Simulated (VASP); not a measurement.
# SnSe2 (P-3m1) in VASP: a series of runs

SnSe2 is run at these levels: revPBE+D4, r2SCAN+rVV10; tasks: single point, relaxation of cell and atoms.

Program: VASP 6.6.1. These are calculated values, not measurements. Logs are shortened: lines on timing, memory, paths and dates and some standing lists are left out, and cuts for length are marked.

## (1) The cell of the first run

Symmetry: P-3m1, No. 164, trigonal system. Conventional cell: a = 3.827 Å, b = 3.827 Å, c = 5.901 Å, α = 90.00°, β = 90.00°, γ = 120.00°. Sn (site symmetry -3m) has 6 Se at 2.72 Å within 3.6 Å. Within 3.6 Å of Se (site symmetry 3m) lie 3 Sn at 2.72 Å and 3 Se at 3.50 Å.

## (2) Single point, revPBE+D4

INCAR

```
SYSTEM = SnSe2
PREC = Accurate
ENCUT = 520
EDIFF = 1E-7
ISMEAR = -1
SIGMA = 0.05
LREAL = .False.
LASPH = .True.
NELM = 100
ALGO = Normal
ISIF = 2
LWAVE = .False.
LCHARG = .False.
GGA = RE
IVDW = 13
NBANDS = 20
```

KPOINTS

```
Automatic mesh
0
Gamma
  8 8 5
  0 0 0
```

POSCAR

```
SnSe2
1.0
    3.8265602395      0.0000000000      0.0000000000
   -1.9132801197      3.3138983765      0.0000000000
    0.0000000000      0.0000000000      5.9014259649
Sn Se
1 2
Direct
    0.0000000000      0.0000000000      0.0000000000
    0.6666666667      0.3333333333      0.7299054119
    0.3333333333      0.6666666667      0.2700945881
```

Potentials or basis: VASP PAW PBE potentials, release 64 (Sn_d, Se).

Launch:

```sh
> cat potpaw_PBE.64/Sn_d/POTCAR potpaw_PBE.64/Se/POTCAR > POTCAR
> mpirun -np 1 vasp_std > vasp.out
```

OUTCAR:

```text
SYSTEM = SnSe2
   PREC = Accurate
   ENCUT = 520
   EDIFF = 1E-7
   ISMEAR = -1
   LREAL = .False.
   LASPH = .True.
   NELM = 100
   ISIF = 2
   GGA = RE
   IVDW = 13

 ion  position               nearest neighbor table
   1  0.000  0.000  0.000-   2 2.72   3 2.72   3 2.72   2 2.72   2 2.72   3 2.72
   2  0.667  0.333  0.730-   1 2.72   1 2.72   1 2.72
   3  0.333  0.667  0.270-   1 2.72   1 2.72   1 2.72

  LATTYP: Found a hexagonal cell.
 ALAT       =     3.8265602395
 C/A-ratio  =     1.5422273780

  Lattice vectors:

 A1 = (   3.8265602395,   0.0000000000,   0.0000000000)
 A2 = (  -1.9132801197,   3.3138983765,   0.0000000000)
 A3 = (   0.0000000000,   0.0000000000,   5.9014259649)

Analysis of symmetry for initial positions (statically):
=====================================================================
 Subroutine PRICEL returns:
 Original cell was already a primitive cell.

 Routine SETGRP: Setting up the symmetry group for a
 hexagonal supercell.

 Subroutine GETGRP returns: Found 12 space group operations
 (whereof 12 operations were pure point group operations)
 out of a pool of 24 trial point group operations.

The static configuration has the point symmetry D_3d.

Analysis of symmetry for dynamics (positions and initial velocities):
=====================================================================
 Subroutine PRICEL returns:
 Original cell was already a primitive cell.

 Routine SETGRP: Setting up the symmetry group for a
 hexagonal supercell.

 Subroutine GETGRP returns: Found 12 space group operations
 (whereof 12 operations were pure point group operations)
 out of a pool of 24 trial point group operations.

The dynamic configuration has the point symmetry D_3d.

 Subroutine INISYM returns: Found 12 space group operations
 (whereof 12 operations are pure point group operations),
 and found     1 'primitive' translations

----------------------------------------------------------------------------------------

                                     Primitive cell

  volume of cell :      74.8350

  direct lattice vectors                    reciprocal lattice vectors
     3.826560240  0.000000000  0.000000000     0.261331310  0.150879702  0.000000000
    -1.913280120  3.313898377  0.000000000     0.000000000  0.301759404  0.000000000
     0.000000000  0.000000000  5.901425965     0.000000000  0.000000000  0.169450571

  length of vectors
     3.826560240  3.826560239  5.901425965     0.301759404  0.301759404  0.169450571

  position of ions in fractional coordinates (direct lattice)
     0.000000000  0.000000000  0.000000000
     0.666666667  0.333333333  0.729905412
     0.333333333  0.666666667  0.270094588

  ion indices of the primitive-cell ions
   primitive index   ion index
                 1           1
                 2           2
                 3           3

----------------------------------------------------------------------------------------

 KPOINTS: Automatic mesh

Automatic generation of k-mesh.
 Grid dimensions read from file:
 generate k-points for:    8    8    5

 Generating k-lattice:

  Cartesian coordinates                     Fractional coordinates (reciprocal lattice)
     0.032666414  0.018859963  0.000000000     0.125000000  0.000000000  0.000000000
     0.000000000  0.037719926  0.000000000     0.000000000  0.125000000  0.000000000
     0.000000000  0.000000000  0.033890114     0.000000000  0.000000000  0.200000000

  Length of vectors
     0.037719926  0.037719926  0.033890114

  Shift w.r.t. Gamma in fractional coordinates (k-lattice)
     0.000000000  0.000000000  0.000000000

 Subroutine IBZKPT returns following result:
 ===========================================

 Found     40 irreducible k-points:

 Following reciprocal coordinates:
            Coordinates               Weight
  0.000000  0.000000  0.000000      1.000000
  0.125000  0.000000  0.000000      6.000000
  0.250000  0.000000  0.000000      6.000000
  0.375000  0.000000  0.000000      6.000000
  0.500000  0.000000  0.000000      3.000000
  0.125000  0.125000  0.000000      6.000000
[... 16 lines left out ...]
 -0.125000  0.500000  0.200000     12.000000
  0.250000  0.250000  0.200000     12.000000
 [... further k-points ...]
   k-points           NKPTS =     40   k-points in BZ     NKDIM =     40   number of bands    NBANDS=     20
   number of dos      NEDOS =    301   number of ions     NIONS =      3
   total plane-waves  NPLWV =  37632
   dimension x,y,z NGX =    28 NGY =   28 NGZ =   48
   dimension x,y,z NGXF=    56 NGYF=   56 NGZF=   96
   ions per type =               1   2
   NGX,Y,Z   is equivalent  to a cutoff of  12.16, 12.16, 13.52 a.u.
   NGXF,Y,Z  is equivalent  to a cutoff of  24.33, 24.33, 27.04 a.u.
 SYSTEM =  SnSe2
   PREC   = accura    normal or accurate (medium, high low for compatibility)
   ISTART =      0    job   : 0-new  1-cont  2-samecut
   ICHARG =      2    charge: 1-file 2-atom 10-const
   ISPIN  =      1    spin polarized calculation?
   LNONCOLLINEAR =      F non collinear calculations
   LSORBIT =      F    spin-orbit coupling
   LASPH  =      T    aspherical Exc in radial PAW
   ENCUT  =  520.0 eV  38.22 Ry    6.18 a.u.   7.11  7.11 10.97*2*pi/ulx,y,z
   NELM   =    100;   NELMIN=  2; NELMDL= -5     # of ELM steps
   EDIFF  = 0.1E-06   stopping-criterion for ELM
   LREAL  =      F    real-space projection
   EDIFFG = 0.1E-05   stopping-criterion for IOM
   NSW    =      0    number of steps for IOM
   IBRION =     -1    ionic relax: 0-MD 1-quasi-New 2-CG
   NFREE  =      0    steps in history (QN), initial steepest desc. (CG)
   ISIF   =      2    stress and relaxation
   ISYM   =      2    0-nonsym 1-usesym 2-fastsym
   POTIM  = 0.5000    time-step for ionic-motion
   TEBEG  =    0.0;   TEEND  =   0.0 temperature during run
   PSTRESS=    0.0 pullay stress
   NELECT =      26.0000    total number of electrons
   NUPDOWN=      -1.0000    fix difference up-down
   EMIN   =  10.00;   EMAX   =-10.00  energy-range for DOS
   EFERMI =   0.00;   METHOD = LEGACY
   ISMEAR =    -1;   SIGMA  =   0.05  broadening in eV -4-tet -1-fermi 0-gaus
   EFERMI_NEDOS =   21; number of points for ismear=-14 and -15
   IALGO  =     38    algorithm
   IMIX   =      4    mixing-type and parameters
     AMIX     =   0.40;   BMIX     =  1.00
     AMIX_MAG =   1.60;   BMIX_MAG =  1.00
  volume/ion in A,a.u.               =      24.94       168.34
  Fermi-wavevector in a.u.,A,eV,Ry     =   1.150883  2.174853 18.021337  1.324531
  Thomas-Fermi vector in A             =   2.287544
   LORBIT       =      0    0 simple, 1 ext, 2 COOP (PROOUT), +10 PAW based schemes
   GGA     = RE    functional components
   LHFCALC =     F    Hartree Fock is set to
   AEXX    =    0.0000 exact exchange contribution
   IVDW    =    13    specifies the selected vdW correction
   LEPSILON=     F    determine dielectric tensor
   LRPA    =     F    only Hartree local field effects (RPA)
 non-spin polarized calculation
  energy-cutoff  :      520.00
  volume of cell :       74.83
 maximum number of plane-waves:      2032
   NGX = 15   NGY = 15   NGZ = 21

 number of electron      26.0000001 magnetization

 Free energy of the ion-electron system (eV)
  ---------------------------------------------------
  ext. energy  EPLUGINS =         0.00000000
  ---------------------------------------------------
  free energy    TOTEN  =       -10.83217552 eV

  energy without entropy =      -10.83186544  energy(sigma->0) =      -10.83202048

 E-fermi :   5.0640     XC(G=0):  -9.5884

 val. band max:        4.8399055245   @ k =   0.1250   0.0000   0.0000
 cond. band min:       5.2880099012   @ k =   0.0000   0.3750   0.4000
 fundamental gap:      0.4481043767
 Fermi energy:         5.0639880573

 k-point     1 :       0.0000    0.0000    0.0000
  band No.  band energies     occupation
      1     -16.6778      2.00000
      2     -16.6778      2.00000
      3     -16.6453      2.00000
      4     -16.6329      2.00000
      5     -16.6329      2.00000
      6      -9.2460      2.00000
[... 12 lines left out ...]
     19      13.7026      0.00000
     20      13.7026      0.00000

 k-point     2 :       0.1250    0.0000    0.0000
  band No.  band energies     occupation
      1     -16.6837      2.00000
      2     -16.6723      2.00000
      3     -16.6415      2.00000
      4     -16.6364      2.00000
      5     -16.6325      2.00000
      6      -9.0956      2.00000
[... 12 lines left out ...]
     19      12.8923      0.00000
     20      13.7495      0.00000

 k-point     3 :       0.2500    0.0000    0.0000
  band No.  band energies     occupation
      1     -16.7003      2.00000
      2     -16.6619      2.00000
      3     -16.6460      2.00000
      4     -16.6289      2.00000
      5     -16.6285      2.00000
      6      -8.6690      2.00000
[... 12 lines left out ...]
     19      12.8601      0.00000
     20      14.2515      0.00000

 k-point     4 :       0.3750    0.0000    0.0000
  band No.  band energies     occupation
      1     -16.7185      2.00000
      2     -16.6571      2.00000
      3     -16.6529      2.00000
      4     -16.6187      2.00000
      5     -16.6172      2.00000
      6      -8.0710      2.00000
[... 12 lines left out ...]
     19      14.2420      0.00000
     20      15.4087      0.00000

 k-point     5 :       0.5000    0.0000    0.0000
  band No.  band energies     occupation
      1     -16.7262      2.00000
      2     -16.6565      2.00000
      3     -16.6556      2.00000
      4     -16.6133      2.00000
      5     -16.6123      2.00000
      6      -7.6678      2.00000
[... 12 lines left out ...]
     19      15.1274      0.00000
     20      16.1189      0.00000
[... 353 lines left out ...]
      6      -8.2070      2.00000
[... 12 lines left out ...]
     19      12.2009      0.00000
     20      14.2712      0.00000

 k-point    22 :       0.3750    0.1250    0.2000
  band No.  band energies     occupation
      1     -16.7180      2.00000
      2     -16.6631      2.00000
      3     -16.6510      2.00000
      4     -16.6198      2.00000
      5     -16.6125      2.00000
      6      -7.6597      2.00000
[... 12 lines left out ...]
     19      14.2780      0.00000
     20      15.7456      0.00000

 k-point    23 :      -0.1250    0.5000    0.2000
  band No.  band energies     occupation
      1     -16.7180      2.00000
      2     -16.6631      2.00000
      3     -16.6510      2.00000
      4     -16.6198      2.00000
      5     -16.6125      2.00000
      6      -7.6643      2.00000
[... 12 lines left out ...]
     19      13.9790      0.00000
     20      15.0049      0.00000

 k-point    24 :       0.2500    0.2500    0.2000
  band No.  band energies     occupation
      1     -16.7063      2.00000
      2     -16.6730      2.00000
      3     -16.6429      2.00000
      4     -16.6299      2.00000
      5     -16.6125      2.00000
      6      -7.6999      2.00000
[... 12 lines left out ...]
     19      12.0621      0.00000
     20      14.8071      0.00000

 [... further k-points ...]

------------------------ aborting loop because EDIFF is reached ----------------------------------------

  DFT-D4 for vdW energy calculation

  Edisp (eV):   -2.07539

  FORCE on cell =-STRESS in cart. coord.  units (eV):
  Direction    XX          YY          ZZ          XY          YZ          ZX
  --------------------------------------------------------------------------------------
  -------------------------------------------------------------------------------------
  Total       0.02950     0.02950     0.03312     0.00000     0.00000     0.00000
  in kB       0.63158     0.63158     0.70913     0.00000     0.00000     0.00000
  external pressure =        0.66 kB  Pullay stress =        0.00 kB

 VOLUME and BASIS-vectors are now :
 -----------------------------------------------------------------------------
  energy-cutoff  :      520.00
  volume of cell :       74.83
      direct lattice vectors                 reciprocal lattice vectors
     3.826560240  0.000000000  0.000000000     0.261331310  0.150879702  0.000000000
    -1.913280120  3.313898377  0.000000000     0.000000000  0.301759404  0.000000000
     0.000000000  0.000000000  5.901425965     0.000000000  0.000000000  0.169450571

 POSITION                                       TOTAL-FORCE (eV/Angst)
 -----------------------------------------------------------------------------------
      0.00000      0.00000      0.00000        -0.000000      0.000000      0.000000
      1.91328      1.10463      4.30748        -0.000000      0.000000     -0.015598
     -0.00000      2.20927      1.59394         0.000000      0.000000      0.015598
 -----------------------------------------------------------------------------------
    total drift:                               -0.000000     -0.000000      0.000000

  FREE ENERGIE OF THE ION-ELECTRON SYSTEM (eV)
  ---------------------------------------------------
  free  energy   TOTEN  =       -12.9075697983 eV

  energy  without entropy=      -12.9072597169  energy(sigma->0) =      -12.90741476
```

Wall time 33 s (1 thread of Intel Xeon 6975P-C (Granite Rapids), shared host); peak memory 0.22 GiB.

What came out:

- Free energy: -12.9076 eV
- Pressure: 0.1 GPa
- Largest force: 0.016 eV/Å
- Band gap on the k mesh: 0.45 eV (least direct gap 0.84 eV)
- Dispersion energy per atom: -0.692 eV

Forces in eV/Å, atoms in the order of the input:
```
Sn   0.000  0.000  0.000
Se   0.000  0.000 -0.016
Se   0.000  0.000  0.016
```

Caveat: the PAW data sets were made with another functional, which shifts forces and pressure a little; spin-orbit coupling is left out, which moves the levels of the heavy elements; an odd mesh through Γ misses points on the zone boundary, where band edges can lie.

## (3) Single point, r2SCAN+rVV10

This run uses another cell than the first one, of 26.32 Å³/atom.

POSCAR

```
SnSe2
1.0
    3.8264613639      0.0000000000      0.0000000000
   -1.9132306819      3.3138127477      0.0000000000
    0.0000000000      0.0000000000      6.2265859715
Sn Se
1 2
Direct
    0.0000000000      0.0000000000      0.0000000000
    0.6666666667      0.3333333333      0.7470061554
    0.3333333333      0.6666666667      0.2529938446
```

INCAR.step1

```
SYSTEM = SnSe2
ALGO = Normal
EDIFF = 1E-4
ENCUT = 520
GGA = PE
ISMEAR = -1
LASPH = .True.
LCHARG = .False.
LREAL = .False.
LWAVE = .True.
NBANDS = 20
NELM = 80
PREC = Accurate
SIGMA = 0.05
```

INCAR.step2

```
SYSTEM = SnSe2
ALGO = Normal
BPARAM = 11.95
CPARAM = 0.0093
EDIFF = 1E-6
ENCUT = 520
ISIF = 2
ISMEAR = -1
ISTART = 1
IVDW_NL = 2
LASPH = .True.
LCHARG = .False.
LMIXTAU = .True.
LREAL = .False.
LUSE_VDW = .True.
LWAVE = .False.
METAGGA = R2SCAN
NBANDS = 20
NELM = 80
PREC = Accurate
SIGMA = 0.05
```

KPOINTS

```
k-points
0
Gamma
  8 8 5
  0 0 0
```

Potentials or basis: VASP PAW PBE potentials, release 64 (Sn_d, Se).

Launch:

```sh
> cat potpaw_PBE.64/Sn_d/POTCAR potpaw_PBE.64/Se/POTCAR > POTCAR
> cp INCAR.step1 INCAR
> mpirun -np 1 vasp_std > vasp.out
> cp INCAR.step2 INCAR
> mpirun -np 1 vasp_std > vasp.out
```

It took 3 min on 1 thread of Intel Xeon 6975P-C (Granite Rapids), shared host; peak memory 0.37 GiB.

Results (log left out):

```
Free energy            : -53.9764 eV
Pressure               : 0.2 GPa
Largest force          : 0.030 eV/Å
Band gap on the k mesh : 0.99 eV (least direct gap 1.50 eV)
```

Forces in eV/Å, atoms in the order of the input:
```
Sn   0.000  0.000  0.000
Se   0.000  0.000 -0.030
Se   0.000  0.000  0.030
```

Levels at points of the mesh, in eV from the valence-band top:
| k point | band 10 | band 11 | band 12 | band 13 | band 14 | band 15 | band 16 | band 17 |
| --- | --- | --- | --- | --- | --- | --- | --- | --- |
| (0.00, 0.00, 0.00) | -0.56 | -0.28 | -0.28 | -0.07 | 1.43 | 3.57 | 5.08 | 5.08 |
| (0.50, 0.00, 0.00) | -2.91 | -2.52 | -1.21 | -0.25 | 1.42 | 4.26 | 5.79 | 5.82 |

Caveat: the PAW data sets were made with another functional, which shifts forces and pressure a little; spin-orbit coupling is left out, which moves the levels of the heavy elements; an odd mesh through Γ misses points on the zone boundary, where band edges can lie.

[end of part 1 of 2]
